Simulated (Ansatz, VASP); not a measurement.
One calculation of Cs, two programs

```xyz
1
Lattice="-3.0646 3.0646 3.0646 3.0646 -3.0646 3.0646 3.0646 3.0646 -3.0646" Properties=species:S:1:pos:R:3 pbc="T T T"
Cs    0.0000    0.0000    0.0000
```

Alike in both runs: task single point; functional LDA; k mesh 6 × 6 × 6; occupations fermi-dirac, width 0.05 eV; no spin polarisation.

|  | VASP | Ansatz |
| --- | --- | --- |
| version | VASP 6.6.1 | Ansatz 0.2.0 |
| potentials or method | VASP PAW LDA potentials, release 64 (Cs_sv) | Ansatz PAW |
| plane-wave cutoff (eV) | 500 | 420 |
| valence electrons in the cell | 9 | 9 |

```tsv
	VASP	Ansatz	Ansatz less VASP
gap on the k mesh at the Fermi level (eV)	none	none	-
pressure (GPa)	-0.3	-0.3	+0.01
```

LDA's correlation is that of Perdew and Zunger in VASP and of Perdew and Wang (1992) in Ansatz. A gap of «none» marks a metal or a gap that the smearing closes.

Spin-orbit coupling is off throughout.
